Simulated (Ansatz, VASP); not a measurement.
Al12HO in VASP and in Ansatz

INCAR

```
PREC = Accurate
ENCUT = 520
EDIFF = 1E-6
ISMEAR = 0
SIGMA = 0.1
LREAL = F
LASPH = T
NELM = 150
ALGO = Normal
ISIF = 2
LWAVE = F
LCHARG = T
ISPIN = 2
MAGMOM = 0 0 0 0 0 0 0 0 0 0 0 0 1 0
LORBIT = 11
LDIPOL = T
IDIPOL = 3
DIPOL = 0.5 0.5 0.292
GGA = PE
LELF = T
LVHAR = T
LVACPOTAV = T
NBANDS = 38
```

KPOINTS

```
Automatic mesh
0
Gamma
  5 5 1
```

POSCAR

```
Al12HO
1.0
    5.7143028096      0.0000000000      0.0000000000
    0.0000000000      5.7143028096      0.0000000000
    0.0000000000      0.0000000000     22.1750227687
Al O H
12 1 1
Direct
    0.2500000000      0.2500000000      0.1803831293
    0.2500000000      0.7500000000      0.1803831293
    0.7500000000      0.2500000000      0.1803831293
    0.7500000000      0.7500000000      0.1803831293
    0.0000000000      0.0000000000      0.2744094920
    0.0000000000      0.5000000000      0.2744094920
    0.5000000000      0.0000000000      0.2744094920
    0.5000000000      0.5000000000      0.2744094920
    0.2500000000      0.2500000000      0.3686590473
    0.2500000000      0.7500000000      0.3686590473
    0.7500000000      0.2500000000      0.3686590473
    0.7500000000      0.7500000000      0.3686590473
    0.5000000000      0.5000000000      0.3776782038
    0.5320271270      0.5320271270      0.4212373846
```

Input for Ansatz:

```yaml
crystal:
  lattice:
    - [5.7143028096, 0.0, 0.0]
    - [0.0, 5.7143028096, 0.0]
    - [0.0, 0.0, 22.1750227687]
  atoms:
    - { symbol: Al, position: [0.25, 0.25, 0.1803831293] }
    - { symbol: Al, position: [0.25, 0.75, 0.1803831293] }
    - { symbol: Al, position: [0.75, 0.25, 0.1803831293] }
    - { symbol: Al, position: [0.75, 0.75, 0.1803831293] }
    - { symbol: Al, position: [0.0, 0.0, 0.274409492] }
    - { symbol: Al, position: [0.0, 0.5, 0.274409492] }
    - { symbol: Al, position: [0.5, 0.0, 0.274409492] }
    - { symbol: Al, position: [0.5, 0.5, 0.274409492] }
    - { symbol: Al, position: [0.25, 0.25, 0.3686590473] }
    - { symbol: Al, position: [0.25, 0.75, 0.3686590473] }
    - { symbol: Al, position: [0.75, 0.25, 0.3686590473] }
    - { symbol: Al, position: [0.75, 0.75, 0.3686590473] }
    - { symbol: O, position: [0.5, 0.5, 0.3776782038], spin: 1.0 }
    - { symbol: H, position: [0.532027127, 0.532027127, 0.4212373846] }
basis:
  ecutwfc: 420
kpoints:
  mp_grid: { grid: [5, 5, 1] }
hamiltonian:
  xc: pbe
scf:
  occupations: { method: gaussian, width: 0.1 }
output:
  forces: true
  eigenvalues: true
  populations: true
magnetization:
  spin_polarized: true
efield:
  axis: 3
  dipole_correction: true
  ramp_width: 0.04
```

Alike in both runs: task single point; functional PBE; k mesh 5 × 5 × 1; occupations gaussian, width 0.1 eV; collinear spin.

```csv
,VASP,Ansatz
version,VASP 6.6.1,Ansatz 0.2.0
potentials or method,"VASP PAW PBE potentials, release 64 (Al, O, H), cutoff 520 eV","scalar-relativistic, plane waves, PAW"
valence electrons in the cell,43,43
```

```csv
,VASP,Ansatz,Ansatz less VASP
gap on the k mesh at the Fermi level (eV),none,none,-
rms of the force components (eV/Å),0.873,0.881,+0.0078
net moment per atom (μB),0.00,0.00,0.000
"work function, face that differs most (eV)",3.94,3.94,-0.003
```

Atom by atom the forces differ by 0.023 eV/Å (rms over components). A gap of «none» marks a metal or a gap that the smearing closes. With one functional, cell and mesh, what is left measures potentials, basis and numerics. Ansatz's warnings: seeded moment not kept.
